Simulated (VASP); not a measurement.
# Na in VASP: a series of runs, part 2 of 2

VASP 6.6.1. The steps go on from the part before.

**3. Single point, PBE (strained and its atoms moved)**

INCAR reads:

```
PREC = Accurate
ENCUT = 520
EDIFF = 1E-7
ISMEAR = 0
SIGMA = 0.1
LREAL = False
LASPH = True
NELM = 100
ALGO = Fast
ISIF = 2
LWAVE = False
LCHARG = True
GGA = PE
LELF = True
LVHAR = True
NBANDS = 14
```

KPOINTS reads:

```
regular mesh
0
Gamma
  12 12 6
```

POSCAR reads:

```
Na
1.0
    3.8068558682      0.0376700100     -0.0031642808
   -1.8708047485      3.3156786647      0.0031480533
   -0.0051693600      0.0029539200      6.2701259800
Na
2
Direct
    0.3265997565      0.6734002435      0.2566400836
    0.6734002435      0.3265997565      0.7433599164
```

Potentials or basis: VASP PAW PBE potentials, release 64 (Na_pv).

Command:

```
cat potpaw_PBE.64/Na_pv/POTCAR > POTCAR
mpirun -np 1 vasp_std > vasp.out
```

OUTCAR:

```text
PREC = Accurate
   ENCUT = 520
   EDIFF = 1E-7
   ISMEAR = 0
   LREAL = False
   LASPH = True
   NELM = 100
   ISIF = 2
   GGA = PE

 ion  position               nearest neighbor table
   1  0.327  0.673  0.257-
   2  0.673  0.327  0.743-

  LATTYP: Found a base centered monoclinic cell.
 ALAT       =     6.5560056943
 B/A-ratio  =     0.5906203991
 C/A-ratio  =     0.9563946554
 COS(beta)  =    -0.0019123745

  Lattice vectors:

 A1 = (   1.8708047485,  -3.3156786647,  -0.0031480533)
 A2 = (   3.8068558682,   0.0376700100,  -0.0031642808)
 A3 = (  -0.0051693600,   0.0029539200,   6.2701259800)

Analysis of symmetry for initial positions (statically):
=====================================================================
 Subroutine PRICEL returns:
 Original cell was already a primitive cell.

 Routine SETGRP: Setting up the symmetry group for a
 base centered monoclinic supercell.

 Subroutine GETGRP returns: Found  4 space group operations
 (whereof  4 operations were pure point group operations)
 out of a pool of  4 trial point group operations.

The static configuration has the point symmetry C_2h.

Analysis of symmetry for dynamics (positions and initial velocities):
=====================================================================
 Subroutine PRICEL returns:
 Original cell was already a primitive cell.

 Routine SETGRP: Setting up the symmetry group for a
 base centered monoclinic supercell.

 Subroutine GETGRP returns: Found  4 space group operations
 (whereof  4 operations were pure point group operations)
 out of a pool of  4 trial point group operations.

The dynamic configuration has the point symmetry C_2h.

 Subroutine INISYM returns: Found  4 space group operations
 (whereof  4 operations are pure point group operations),
 and found     1 'primitive' translations

----------------------------------------------------------------------------------------

                                     Primitive cell

  volume of cell :      79.5853

  direct lattice vectors                    reciprocal lattice vectors
     3.806855868  0.037670010 -0.003164281     0.261225607  0.147391137  0.000145928
    -1.870804748  3.315678665  0.003148053    -0.002967949  0.299922912 -0.000143744
    -0.005169360  0.002953920  6.270125980     0.000133320 -0.000076200  0.159486575

  length of vectors
     3.807043557  3.807052052  6.270128807     0.299938304  0.299937631  0.159486648

  position of ions in fractional coordinates (direct lattice)
     0.326599757  0.673400243  0.256640084
     0.673400243  0.326599757  0.743359916

  ion indices of the primitive-cell ions
   primitive index   ion index
                 1           1
                 2           2

----------------------------------------------------------------------------------------

 KPOINTS: regular mesh

Automatic generation of k-mesh.
 Grid dimensions read from file:
 generate k-points for:   12   12    6

 Generating k-lattice:

[... 22 lines left out ...]
  0.333333 -0.000000 -0.000000      4.000000
  0.416667 -0.000000  0.000000      4.000000
[... 16 lines left out ...]
  0.500000  0.166667 -0.000000      4.000000
 -0.416667  0.166667 -0.000000      4.000000
 [... further k-points ...]
   k-points           NKPTS =    242   k-points in BZ     NKDIM =    242   number of bands    NBANDS=     14
   number of dos      NEDOS =    301   number of ions     NIONS =      2
   total plane-waves  NPLWV =  37632
   dimension x,y,z NGX =    28 NGY =   28 NGZ =   48
   dimension x,y,z NGXF=    56 NGYF=   56 NGZF=   96
   ions per type =               2
   NGX,Y,Z   is equivalent  to a cutoff of  12.23, 12.23, 12.73 a.u.
   NGXF,Y,Z  is equivalent  to a cutoff of  24.45, 24.45, 25.45 a.u.
 SYSTEM =  unknown system
   PREC   = accura    normal or accurate (medium, high low for compatibility)
   ISTART =      0    job   : 0-new  1-cont  2-samecut
   ICHARG =      2    charge: 1-file 2-atom 10-const
   ISPIN  =      1    spin polarized calculation?
   LNONCOLLINEAR =      F non collinear calculations
   LSORBIT =      F    spin-orbit coupling
   LASPH  =      T    aspherical Exc in radial PAW
   ENCUT  =  520.0 eV  38.22 Ry    6.18 a.u.   7.08  7.08 11.66*2*pi/ulx,y,z
   NELM   =    100;   NELMIN=  2; NELMDL= -5     # of ELM steps
   EDIFF  = 0.1E-06   stopping-criterion for ELM
   LREAL  =      F    real-space projection
   EDIFFG = 0.1E-05   stopping-criterion for IOM
   NSW    =      0    number of steps for IOM
   IBRION =     -1    ionic relax: 0-MD 1-quasi-New 2-CG
   NFREE  =      0    steps in history (QN), initial steepest desc. (CG)
   ISIF   =      2    stress and relaxation
   ISYM   =      2    0-nonsym 1-usesym 2-fastsym
   POTIM  = 0.5000    time-step for ionic-motion
   TEBEG  =    0.0;   TEEND  =   0.0 temperature during run
   PSTRESS=    0.0 pullay stress
   NELECT =      14.0000    total number of electrons
   NUPDOWN=      -1.0000    fix difference up-down
   EMIN   =  10.00;   EMAX   =-10.00  energy-range for DOS
   EFERMI =   0.00;   METHOD = LEGACY
   ISMEAR =     0;   SIGMA  =   0.10  broadening in eV -4-tet -1-fermi 0-gaus
   EFERMI_NEDOS =   21; number of points for ismear=-14 and -15
   IALGO  =     68    algorithm
   IMIX   =      4    mixing-type and parameters
     AMIX     =   0.40;   BMIX     =  1.00
     AMIX_MAG =   1.60;   BMIX_MAG =  1.00
  volume/ion in A,a.u.               =      39.79       268.53
  Fermi-wavevector in a.u.,A,eV,Ry     =   0.917290  1.733426 11.448223  0.841421
  Thomas-Fermi vector in A             =   2.042242
   LORBIT       =      0    0 simple, 1 ext, 2 COOP (PROOUT), +10 PAW based schemes
   GGA     = PE    functional components
   LHFCALC =     F    Hartree Fock is set to
   AEXX    =    0.0000 exact exchange contribution
   IVDW    =     0    specifies the selected vdW correction
   LEPSILON=     F    determine dielectric tensor
   LRPA    =     F    only Hartree local field effects (RPA)
 non-spin polarized calculation
 RMM-DIIS sequential band-by-band and
 Gauss-broadening in eV      SIGMA  =   0.10
  energy-cutoff  :      520.00
  volume of cell :       79.59
 maximum number of plane-waves:      2165
   NGX = 15   NGY = 15   NGZ = 23

 number of electron      14.0000003 magnetization

 Free energy of the ion-electron system (eV)
  ---------------------------------------------------
  ext. energy  EPLUGINS =         0.00000000
  ---------------------------------------------------
  free energy    TOTEN  =        -2.61673012 eV

  energy without entropy =       -2.61153076  energy(sigma->0) =       -2.61413044

 E-fermi :   0.0801     XC(G=0):  -6.3194

 val. band max:        0.0627507730   @ k =  -0.1667   0.1667   0.1667
 cond. band min:       0.1008878427   @ k =   0.5000   0.1667   0.3333
 fundamental gap:      0.0381370697
 Fermi energy:         0.0801426630

 k-point     1 :       0.0000    0.0000    0.0000
  band No.  band energies     occupation
      1     -24.8486      2.00000
      2     -24.8263      2.00000
      3     -24.8253      2.00000
      4     -24.8220      2.00000
      5     -24.8218      2.00000
      6     -24.8215      2.00000
      7      -3.0011      2.00000
      8       0.6728      0.00000
      9       1.0036      0.00000
     10       9.5589      0.00000
     11       9.9007      0.00000
     12       9.9177      0.00000
     13      10.0635      0.00000
     14      10.2923      0.00000
[... 377 lines left out ...]
      1     -24.8414      2.00000
      2     -24.8401      2.00000
      3     -24.8386      2.00000
      4     -24.8312      2.00000
      5     -24.8273      2.00000
      6     -24.8257      2.00000
      7      -1.1552      2.00000
      8       2.3615      0.00000
      9       2.5736      0.00000
     10       3.4040      0.00000
     11       4.6201      0.00000
     12       6.5192      0.00000
     13       7.3158      0.00000
     14       7.8556      0.00000

 [... further k-points ...]

------------------------ aborting loop because EDIFF is reached ----------------------------------------

  FORCE on cell =-STRESS in cart. coord.  units (eV):
  Direction    XX          YY          ZZ          XY          YZ          ZX
  --------------------------------------------------------------------------------------
  -------------------------------------------------------------------------------------
  Total       -0.2435755     -0.2449586     -0.2294589     -0.0011966     -0.0003507      0.0006116
  in kB       -4.9035591     -4.9314035     -4.6193693     -0.0240890     -0.0070610      0.0123119
  external PRESSURE =      -4.8181106 kB  Pullay stress =       0.0000000 kB

 VOLUME and BASIS-vectors are now :
 -----------------------------------------------------------------------------
  energy-cutoff  :      520.00
  volume of cell :       79.59
      direct lattice vectors                 reciprocal lattice vectors
     3.806855868  0.037670010 -0.003164281     0.261225607  0.147391137  0.000145928
    -1.870804748  3.315678665  0.003148053    -0.002967949  0.299922912 -0.000143744
    -0.005169360  0.002953920  6.270125980     0.000133320 -0.000076200  0.159486575

 POSITION                                       TOTAL-FORCE (eV/Angst)
 -----------------------------------------------------------------------------------
     -0.01781      2.24584      1.61025         0.001610     -0.000929     -0.048573
      1.94869      1.11046      4.65986        -0.001610      0.000929      0.048573
 -----------------------------------------------------------------------------------
    total drift:                               -0.000000      0.000000     -0.000000

  FREE ENERGIE OF THE ION-ELECTRON SYSTEM (eV)
  ---------------------------------------------------
  free  energy   TOTEN  =        -2.6167301217 eV

  energy  without entropy=       -2.6115307601  energy(sigma->0) =       -2.61413044
```

Wall time 1.7 min (1 thread of AMD EPYC 9R45 (Zen 5), shared host); peak memory 0.29 GiB.

What came out:

```
Free energy            : -2.6167 eV
Pressure               : -0.5 GPa
Largest force          : 0.049 eV/Å
Band gap on the k mesh : zero (band 7 reaches 2.11 eV, above the bottom of band 8 at -1.97 eV)
```

Forces on the atoms (eV/Å):
```
Na   0.002 -0.001 -0.049
Na  -0.002  0.001  0.049
```

Caveat: the cell differs from its parent crystal (strained and its atoms moved).
